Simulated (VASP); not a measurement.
## Bi: single point with RPBE

The system is Bi.

```
Bi
1.0
     0.00000    3.53650    3.53650
     3.53650    0.00000    3.53650
     3.53650    3.53650    0.00000
Bi
2
Cartesian
  0.8841 0.8841 0.8841
  6.1889 6.1889 6.1889
```

This cell differs from its parent crystal: volume scaled by 0.88.

```json
{
  "Program": "VASP 6.6.1",
  "Task": "single point",
  "Functional": "RPBE",
  "Potentials or basis": "VASP PAW PBE potentials, release 64 (Bi_d)",
  "Cutoff": "520 eV",
  "k mesh": "8 × 8 × 8",
  "Occupations": "fermi-dirac, width 0.1 eV",
  "Spin": "no spin polarisation"
}
```

```json
{"Pressure": "4.3 GPa", "Band gap on the k mesh": "zero (band 15 reaches 5.19 eV, above the bottom of band 16 at 4.04 eV)"}
```

Levels at points of the mesh, in eV from the Fermi level:
```tsv
k point	band 13	band 14	band 15	band 16	band 17	band 18
(0.00, 0.00, 0.00)	-1.42	-1.42	-1.42	0.85	0.85	0.85
(0.50, 0.00, 0.00)	-2.50	-2.28	-2.28	1.96	1.96	4.23
(0.50, 0.50, 0.00)	-3.19	-3.19	-0.44	-0.44	4.65	4.65
```

It took 18 s on 1 thread of Intel(R) Xeon(R) 6975P-C (Granite Rapids), with other jobs on the host, peak memory 0.24 GiB.

Caveat: the PAW data sets were made with another functional, which shifts forces and pressure a little; spin-orbit coupling is left out, which moves the levels of the heavy elements.
